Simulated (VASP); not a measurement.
# MnS (Fm-3m) in VASP: a series of runs

MnS is run at these levels: PBE; tasks: single point.

Everything below comes from runs of VASP 6.6.1. Logs are shortened: lines on timing, memory, paths and dates and some standing lists are left out, and cuts for length are marked.

### Step 1. The cell of the first run

It takes space group Fm-3m (No. 225, cubic). The conventional cell has a = 5.179 Å, b = 5.179 Å, c = 5.179 Å, α = 90.00°, β = 90.00°, γ = 90.00°. Mn (site symmetry m-3m) has 6 S at 2.59 Å within 3.4 Å. S (site symmetry m-3m) has 6 Mn at 2.59 Å within 3.4 Å.

### Step 2. Single point, PBE, collinear spin, ferromagnetic start (17.36 Å³/atom)

Input file INCAR:

```
SYSTEM = MnS
ALGO     = Fast           ! electronic algorithm
EDIFF    = 1E-6           ! SCF threshold, eV
ENCUT    = 520            ! plane-wave cutoff, eV
GGA      = PE             ! functional
ISIF     = 2              ! what is computed and relaxed
ISMEAR   = 0              ! smearing method
ISPIN    = 2              ! spin polarisation
LASPH    = .TRUE.         ! aspherical terms in the spheres
LCHARG   = .TRUE.         ! write CHGCAR
LELF     = .TRUE.         ! ELF
LMAXMIX  = 4              ! l up to which the mixer works
LORBIT   = 11             ! projections on sites
LREAL    = .FALSE.        ! projectors in reciprocal space
LVHAR    = .TRUE.       
LWAVE    = .FALSE.        ! write WAVECAR
MAGMOM   = 4.65 0         ! initial moments
NBANDS   = 20             ! bands
NELM     = 150            ! most SCF steps
PREC     = Accurate       ! precision mode
SIGMA    = 0.05           ! smearing width, eV
```

Input file KPOINTS:

```
k-points
0
G
  12 12 12
  0 0 0
```

Input file POSCAR:

```
MnS
1.0
    0.0000000000      2.5893887091      2.5893887091
    2.5893887091      0.0000000000      2.5893887091
    2.5893887091      2.5893887091      0.0000000000
Mn S
1 1
Direct
    0.0000000000      0.0000000000      0.0000000000
    0.5000000000      0.5000000000      0.5000000000
```

Potentials or basis: VASP PAW PBE potentials, release 64 (Mn_pv, S).

The run is started by

```console
cat potpaw_PBE.64/Mn_pv/POTCAR potpaw_PBE.64/S/POTCAR > POTCAR
mpirun -np 1 vasp_std > vasp.out
```

OUTCAR:

```text
SYSTEM = MnS
   EDIFF = 1E-6
   ENCUT = 520
   GGA = PE
   ISIF = 2
   ISMEAR = 0
   ISPIN = 2
   LASPH = .TRUE.
   LORBIT = 11
   LREAL = .FALSE.
   NELM = 150
   PREC = Accurate

 ion  position               nearest neighbor table
   1  0.000  0.000  0.000-   2 2.59   2 2.59   2 2.59   2 2.59   2 2.59   2 2.59
   2  0.500  0.500  0.500-   1 2.59   1 2.59   1 2.59   1 2.59   1 2.59   1 2.59

  LATTYP: Found a face centered cubic cell.
 ALAT       =     5.1787774182

  Lattice vectors:

 A1 = (   0.0000000000,   2.5893887091,   2.5893887091)
 A2 = (   2.5893887091,   0.0000000000,   2.5893887091)
 A3 = (   2.5893887091,   2.5893887091,   0.0000000000)

Analysis of symmetry for initial positions (statically):
=====================================================================
 Subroutine PRICEL returns:
 Original cell was already a primitive cell.

 Routine SETGRP: Setting up the symmetry group for a
 face centered cubic supercell.

 Subroutine GETGRP returns: Found 48 space group operations
 (whereof 48 operations were pure point group operations)
 out of a pool of 48 trial point group operations.

The static configuration has the point symmetry O_h .

Analysis of symmetry for dynamics (positions and initial velocities):
=====================================================================
 Subroutine PRICEL returns:
 Original cell was already a primitive cell.

 Routine SETGRP: Setting up the symmetry group for a
 face centered cubic supercell.

 Subroutine GETGRP returns: Found 48 space group operations
 (whereof 48 operations were pure point group operations)
 out of a pool of 48 trial point group operations.

The dynamic configuration has the point symmetry O_h .

Analysis of structural, dynamic, and magnetic symmetry:
=====================================================================
 Subroutine PRICEL returns:
 Original cell was already a primitive cell.

 Routine SETGRP: Setting up the symmetry group for a
 face centered cubic supercell.

 Subroutine GETGRP returns: Found 48 space group operations
 (whereof 48 operations were pure point group operations)
 out of a pool of 48 trial point group operations.

The overall configuration has the point symmetry O_h .

 Subroutine INISYM returns: Found 48 space group operations
 (whereof 48 operations are pure point group operations),
 and found     1 'primitive' translations

----------------------------------------------------------------------------------------

                                     Primitive cell

  volume of cell :      34.7234
[... 112 lines left out ...]
  Thomas-Fermi vector in A             =   2.467440
   LORBIT       =     11    0 simple, 1 ext, 2 COOP (PROOUT), +10 PAW based schemes
   GGA     = PE    functional components
   LHFCALC =     F    Hartree Fock is set to
   AEXX    =    0.0000 exact exchange contribution
   IVDW    =     0    specifies the selected vdW correction
   LEPSILON=     F    determine dielectric tensor
   LRPA    =     F    only Hartree local field effects (RPA)
 spin polarized calculation
 RMM-DIIS sequential band-by-band and
 Gauss-broadening in eV      SIGMA  =   0.05
  energy-cutoff  :      520.00
  volume of cell :       34.72
 maximum number of plane-waves:       950
   NGX = 13   NGY = 13   NGZ = 13

 number of electron      18.9999993 magnetization       4.6288494

 Free energy of the ion-electron system (eV)
  ---------------------------------------------------
  ext. energy  EPLUGINS =         0.00000000
  ---------------------------------------------------
  free energy    TOTEN  =       -14.07152739 eV

  energy without entropy =      -14.06937232  energy(sigma->0) =      -14.07044986

 E-fermi :   6.8520     XC(G=0): -10.7318

 val. band max:        6.8420961741   @ k =  -0.4167   0.1667   0.0000
 cond. band min:       6.8549547111   @ k =  -0.2500   0.0833   0.0000
 fundamental gap:      0.0128585370
 Fermi energy:         6.8519676689

 spin component 1

 k-point     1 :       0.0000    0.0000    0.0000
  band No.  band energies     occupation
      1     -43.8240      1.00000
      2     -43.8240      1.00000
      3     -43.8240      1.00000
      4      -7.8698      1.00000
      5       3.4642      1.00000
      6       3.4642      1.00000
[... 541 lines left out ...]
     19      20.8243      0.00000
     20      22.3069      0.00000

 [... further k-points ...]

 spin component 2

 k-point     1 :       0.0000    0.0000    0.0000
  band No.  band energies     occupation
      1     -39.3562      1.00000
      2     -39.3562      1.00000
      3     -39.3562      1.00000
      4      -7.5880      1.00000
      5       5.1368      1.00000
      6       5.1368      1.00000
[... 541 lines left out ...]
     19      21.7300      0.00000
     20      22.8306      0.00000

 [... further k-points ...]

------------------------ aborting loop because EDIFF is reached ----------------------------------------

  FORCE on cell =-STRESS in cart. coord.  units (eV):
  Direction    XX          YY          ZZ          XY          YZ          ZX
  --------------------------------------------------------------------------------------
  -------------------------------------------------------------------------------------
  Total       -0.5516787     -0.5516787     -0.5516787     -0.0000000      0.0000000     -0.0000000
  in kB      -25.4551122    -25.4551122    -25.4551122     -0.0000000      0.0000000     -0.0000000
  external PRESSURE =     -25.4551122 kB  Pullay stress =       0.0000000 kB

 VOLUME and BASIS-vectors are now :
 -----------------------------------------------------------------------------
  energy-cutoff  :      520.00
  volume of cell :       34.72
      direct lattice vectors                 reciprocal lattice vectors
     0.000000000  2.589388709  2.589388709    -0.193095767  0.193095767  0.193095767
     2.589388709  0.000000000  2.589388709     0.193095767 -0.193095767  0.193095767
     2.589388709  2.589388709  0.000000000     0.193095767  0.193095767 -0.193095767

 POSITION                                       TOTAL-FORCE (eV/Angst)
 -----------------------------------------------------------------------------------
      0.00000      0.00000      0.00000        -0.000000     -0.000000     -0.000000
      2.58939      2.58939      2.58939         0.000000      0.000000      0.000000
 -----------------------------------------------------------------------------------
    total drift:                               -0.000000      0.000000      0.000000

  FREE ENERGIE OF THE ION-ELECTRON SYSTEM (eV)
  ---------------------------------------------------
  free  energy   TOTEN  =       -14.0715273935 eV

  energy  without entropy=      -14.0693723188  energy(sigma->0) =      -14.07044986

 total charge

# of ion       s       p       d       tot
------------------------------------------
    1        0.217   6.167   4.939  11.323
    2        1.327   2.401   0.000   3.729
--------------------------------------------------
tot          1.545   8.568   4.939  15.052

 magnetization (x)

# of ion       s       p       d       tot
------------------------------------------
    1        0.052   0.039   4.111   4.202
    2        0.026   0.070   0.000   0.096
--------------------------------------------------
tot          0.078   0.109   4.111   4.297
```

It took 2.5 min on 1 thread of Oxide Virtual Turin-like, shared host; peak memory 0.19 GiB.

Results:

```
Free energy                                           : -14.0715 eV
Pressure                                              : -2.5 GPa
Net moment                                            : 4.63 μB per cell
Site moments                                          : Mn +4.20; S +0.10 μB
Valence electrons inside the program's atomic spheres : Mn 11.32; S 3.73
```

Caveat: a cell with one magnetic atom can't hold antiferromagnetic order, which such compounds often take; semilocal functionals often make such compounds metallic where correlation or magnetic order opens a gap, which also shifts bond lengths.

### Step 3. Single point, PBE, collinear spin, ferromagnetic start

This run uses another cell than the first one, of 17.67 Å³/atom.

Input file INCAR:

```
ALGO     = Normal         # electronic algorithm
EDIFF    = 1E-7           # SCF threshold, eV
ENCUT    = 520            # plane-wave cutoff, eV
GGA      = PE             # functional
ISIF     = 2              # what is computed and relaxed
ISMEAR   = 0              # smearing method
ISPIN    = 2              # spin polarisation
LASPH    = True           # aspherical terms in the spheres
LCHARG   = False          # write CHGCAR
LMAXMIX  = 4              # l up to which the mixer works
LORBIT   = 11             # projections on sites
LREAL    = False          # projectors in reciprocal space
LWAVE    = False          # write WAVECAR
MAGMOM   = 5 0            # initial moments
NBANDS   = 20             # bands
NELM     = 150            # most SCF steps
PREC     = Accurate       # precision mode
SIGMA    = 0.05           # smearing width, eV
```

Input file KPOINTS:

```
k-points
0
Gamma
  12 12 12
```

Input file POSCAR:

```
MnS
1.0
    0.0000000000      2.6045000000      2.6045000000
    2.6045000000      0.0000000000      2.6045000000
    2.6045000000      2.6045000000      0.0000000000
Mn S
1 1
Direct
    0.0000000000      0.0000000000      0.0000000000
    0.5000000000      0.5000000000      0.5000000000
```

Potentials or basis: VASP PAW PBE potentials, release 64 (Mn_pv, S).

The run is started by

```console
cat potpaw_PBE.64/Mn_pv/POTCAR potpaw_PBE.64/S/POTCAR > POTCAR
mpirun -np 1 vasp_std > vasp.out
```

Wall time 2.3 min (1 thread of Oxide Virtual Turin-like, shared host); peak memory 0.19 GiB.

The run converged. Its results:

```
Free energy                                           : -14.0619 eV
Pressure                                              : -2.6 GPa
Net moment                                            : 4.74 μB per cell
Site moments                                          : Mn +4.27; S +0.11 μB
Valence electrons inside the program's atomic spheres : Mn 11.30; S 3.73
```

Levels at points of the mesh, in eV from the Fermi level:
Spin up:
```tsv
k point	band 8	band 9	band 10	band 11	band 12	band 13	band 14	band 15	band 16	band 17
(0.00, 0.00, 0.00)	-3.30	-3.30	-1.87	-1.87	-1.87	1.71	8.59	8.59	8.59	10.61
(0.50, 0.00, 0.00)	-2.88	-2.88	-2.51	0.38	0.38	2.82	5.38	5.38	8.48	12.22
(0.50, 0.50, 0.00)	-3.48	-3.05	-2.75	-2.75	-2.27	0.84	5.46	10.14	11.92	11.92
```
Spin down:
```
           k point  band 5  band 6  band 7  band 8  band 9  band 10
(0.00, 0.00, 0.00)   -1.65   -1.65   -1.65    0.31    0.31     0.31
(0.50, 0.00, 0.00)   -6.36   -3.35   -3.35    1.27    1.27     1.46
(0.50, 0.50, 0.00)   -5.55   -3.16   -3.16   -0.79    0.78     1.52
```

Caveat: a cell with one magnetic atom can't hold antiferromagnetic order, which such compounds often take; semilocal functionals often make such compounds metallic where correlation or magnetic order opens a gap, which also shifts bond lengths.

### Step 4. Single point, PBE, collinear spin, ferromagnetic start

This run uses another cell than the first one: it holds 4 atoms, not 2.

Input file INCAR:

```
SYSTEM = MnS
PREC = Accurate
ENCUT = 520
EDIFF = 1E-6
ISMEAR = 0
SIGMA = 0.05
LREAL = .False.
LASPH = .True.
NELM = 150
ALGO = Normal
ISIF = 2
LWAVE = .False.
LCHARG = .True.
ISPIN = 2
MAGMOM = 5 5 0 0
LORBIT = 11
LMAXMIX = 4
GGA = PE
LELF = .True.
LVHAR = .True.
NBANDS = 31
```

Input file KPOINTS:

```
regular mesh
0
Gamma
  8 8 6
  0 0 0
```

Input file POSCAR:

```
MnS
1.0
    0.0000000000      2.5431237785     -2.5431237785
    0.0000000000      2.5431237785      2.5431237785
    5.0862475570      0.0000000000      0.0000000000
Mn S
2 2
Direct
    0.0000000000      0.0000000000      0.0000000000
    0.5000000000      0.5000000000      0.5000000000
    0.0000000000      1.0000000000      0.5000000000
    0.5000000000      1.5000000000      1.0000000000
```

The run is started by

```console
cat potpaw_PBE.64/Mn_pv/POTCAR potpaw_PBE.64/S/POTCAR > POTCAR
mpirun -np 1 vasp_std > vasp.out
```

Wall time 4 min (1 thread of Oxide Virtual Turin-like, shared host); peak memory 0.28 GiB.

It converged, with:

| Property | Result |
| --- | --- |
| Free energy | -28.1726 eV |
| Pressure | 1.2 GPa |
| Net moment | 9.09 μB per cell |
| Site moments | Mn +4.13; S +0.09 μB |
| Valence electrons inside the program's atomic spheres | Mn 11.38; S 3.74 |

Stress tensor (GPa, compression positive):
```
0.79 0.00 0.00
0.00 1.43 0.00
0.00 0.00 1.43
```

Levels at points of the mesh, in eV from the Fermi level:
Spin up:
| k point | band 21 | band 22 | band 23 | band 24 | band 25 | band 26 | band 27 | band 28 |
| --- | --- | --- | --- | --- | --- | --- | --- | --- |
| (0.00, 0.00, 0.00) | -2.06 | -1.96 | -1.96 | -1.95 | 1.03 | 2.28 | 5.58 | 8.76 |
| (0.50, 0.00, 0.00) | -2.00 | -2.00 | 0.46 | 0.46 | 4.34 | 4.34 | 6.73 | 6.73 |
| (0.50, 0.50, 0.00) | -2.62 | -2.62 | -2.06 | -2.06 | 1.03 | 1.03 | 5.58 | 5.58 |
| (0.00, 0.00, 0.50) | -1.93 | -1.93 | -1.39 | -1.39 | 4.03 | 4.03 | 6.41 | 6.41 |
| (0.50, 0.00, 0.50) | 0.67 | 0.67 | 0.67 | 0.67 | 2.88 | 2.88 | 5.45 | 5.45 |
| (0.50, 0.50, 0.50) | -2.27 | -2.27 | -1.98 | -1.98 | 4.54 | 4.54 | 6.99 | 6.99 |
Spin down:
```
           k point  band 10  band 11  band 12  band 13  band 14  band 15  band 16  band 17  band 18  band 19
(0.00, 0.00, 0.00)    -3.40    -3.40    -1.75    -1.74    -1.74    -1.13     0.12     0.12     0.12     0.19
(0.50, 0.00, 0.00)    -5.77    -4.36    -4.36    -3.57    -3.57     0.89     0.89     1.05     1.05     1.34
(0.50, 0.50, 0.00)    -5.98    -3.40    -3.40    -3.40    -3.40    -1.13    -1.13     0.68     0.68     1.49
(0.00, 0.00, 0.50)    -4.84    -2.87    -2.87    -2.87    -2.87    -0.54    -0.54     0.44     0.44     1.35
(0.50, 0.00, 0.50)    -6.84    -3.66    -3.66    -3.65    -3.65     1.22     1.22     1.22     1.22     1.44
(0.50, 0.50, 0.50)    -5.12    -5.12    -5.12    -4.47    -4.47     0.91     0.91     0.91     0.91     1.16
```

Caveat: semilocal functionals often make such compounds metallic where correlation or magnetic order opens a gap, which also shifts bond lengths; the run started ferromagnetic, and an antiferromagnetic order may lie lower in energy.

### Step 5. The runs side by side

| cell | k mesh | gap on the mesh (eV) | pressure (GPa) | moment (μB) |
| --- | --- | --- | --- | --- |
| a = 3.662 Å, angles 60.0°, 2 atoms, atomic positions A | 12 × 12 × 12 | none | -2.5 | 4.63 |
| a = 3.683 Å, angles 60.0°, 2 atoms, atomic positions A | 12 × 12 × 12 | none | -2.6 | 4.74 |
| a = 3.597, b = 3.597, c = 5.086 Å, 4 atoms, atomic positions B | 8 × 8 × 6 | none | 1.2 | 9.09 |

Alike in all rows: task single point; level PBE; potentials or basis VASP PAW PBE potentials, release 64 (Mn_pv, S); spin collinear, ferromagnetic start; cutoff (eV) 520; smearing gaussian 0.05 eV.

Caveats: semilocal functionals often make such compounds metallic where correlation or magnetic order opens a gap, which also shifts bond lengths; a cell with one magnetic atom can't hold antiferromagnetic order, which such compounds often take (at least some runs); the run started ferromagnetic, and an antiferromagnetic order may lie lower in energy (at least some runs).

Absolute energies hang on the potentials; compare differences alone.
